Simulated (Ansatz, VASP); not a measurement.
Two plane-wave programs on MgSc2Br

Contents of INCAR:

```
SYSTEM = MgSc2Br
ALGO = Normal
EDIFF = 1E-6
EDIFFG = -0.04
ENCUT = 600
GGA = PE
IBRION = 2
ISIF = 3
ISMEAR = 0
LASPH = .TRUE.
LCHARG = .FALSE.
LREAL = .FALSE.
LWAVE = .FALSE.
NELM = 60
NSW = 90
PREC = Accurate
SIGMA = 0.1
```

File KPOINTS:

```
k-points
0
G
  4 4 4
  0 0 0
```

The input POSCAR:

```
MgSc2Br
1.0
    4.1426477800      0.0000000000      0.0000000000
    0.0000000000      4.1426477800      0.0000000000
    0.0000000000      0.0000000000      5.8499590700
Mg Sc Br
1 2 1
Direct
    0.0000000000      0.0000000000      0.5000000000
    0.5000000000      0.0000000000      0.7375689700
    0.0000000000      0.5000000000      0.2624310300
    0.5000000000      0.5000000000      0.0000000000
```

Input for Ansatz:

```yaml
crystal:
  lattice:
    - [4.14264778, 0.0, 0.0]
    - [0.0, 4.14264778, 0.0]
    - [0.0, 0.0, 5.84995907]
  atoms:
    - { symbol: Mg, position: [0.0, 0.0, 0.5] }
    - { symbol: Sc, position: [0.5, 0.0, 0.73756897] }
    - { symbol: Sc, position: [0.0, 0.5, 0.26243103] }
    - { symbol: Br, position: [0.5, 0.5, 0.0] }
basis:
  ecutwfc: 420
kpoints:
  mp_grid: { grid: [4, 4, 4] }
hamiltonian:
  xc: pbe
scf:
  occupations: { method: gaussian, width: 0.1 }
  lower_state_search: "off"
output:
  forces: true
  stress: true
  eigenvalues: true
relax:
  adjacent_minimum: "off"
  f_tol: 0.04
  max_steps: 70
  cell: { stress_tol: 0.4 }
```

Change from the starting cell: species swapped into the Mg2SeS type (P-4m2, No. 115).

Alike in both runs: task relaxation of cell and atoms; functional PBE; k mesh 4 × 4 × 4; occupations gaussian, width 0.1 eV; no spin polarisation.

|  | VASP | Ansatz |
| --- | --- | --- |
| version | VASP 6.6.1 | Ansatz 0.2.0 |
| potentials or method | VASP PAW PBE potentials, release 64 (Mg, Sc_sv, Br), cutoff 600 eV | scalar-relativistic, plane waves, PAW |
| valence electrons in the cell | 31 | 39 |

VASP gave:

| Quantity | Value |
| --- | --- |
| gap on the k mesh at the Fermi level, each at its own relaxed structure (eV) | none |
| relaxed volume (Å³/atom) | 26.44 |
| relaxed length of the cell vector where the two differ most in proportion (Å) | 9.859 |

Question: What did Ansatz give for the same quantities?

Answer: gap on the k mesh at the Fermi level, each at its own relaxed structure (eV): none; relaxed volume (Å³/atom): 26.46; relaxed length of the cell vector where the two differ most in proportion (Å): 9.894.

A gap of «none» marks a metal or a gap that the smearing closes. VASP's potentials hold 31 valence electrons a cell and Ansatz's 39, so a difference there can come from the potentials and not from the codes.

The k mesh is coarse, so the values compare programs but aren't converged.
